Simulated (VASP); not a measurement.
Here is a VASP 6.6.1 calculation.

INCAR

```
SYSTEM = Hf3GeW
PREC = Accurate
ENCUT = 520
EDIFF = 1E-7
ISMEAR = 0
SIGMA = 0.1
LREAL = .False.
LASPH = .True.
NELM = 80
ALGO = Fast
ISIF = 2
LWAVE = .False.
LCHARG = .False.
GGA = PE
NBANDS = 37
```

Contents of KPOINTS:

```
regular mesh
0
Gamma
  12 12 6
  0 0 0
```

Contents of POSCAR:

```
Hf3GeW
1.0
    4.4036089535      0.0000000000      0.0000000000
   -2.2018044768      3.8136372220      0.0000000000
    0.0000000000      0.0000000000      6.6142558546
Hf Ge W
3 1 1
Direct
    0.6666666667      0.3333333333      0.2649725738
    0.6666666667      0.3333333333      0.7350274262
    0.0000000000      0.0000000000      0.0000000000
    0.0000000000      0.0000000000      0.5000000000
    0.3333333333      0.6666666667      0.0000000000
```

Potentials or basis: VASP PAW PBE potentials, release 64 (Hf_pv, Ge_d, W_sv).

The run is started by

```console
$ cat potpaw_PBE.64/Hf_pv/POTCAR potpaw_PBE.64/Ge_d/POTCAR potpaw_PBE.64/W_sv/POTCAR > POTCAR
$ mpirun -np 1 vasp_std > vasp.out
```

(1) Predict the pressure.

(2) Estimate the band gap on the k mesh.

(3) Predict the largest force.

Answers

(1) -0.4 GPa.

(2) zero (bands 29 and 30 overlap by 1.08 eV).

(3) 0.023 eV/Å.

Caveat: spin-orbit coupling is left out, which moves the levels of the heavy elements.
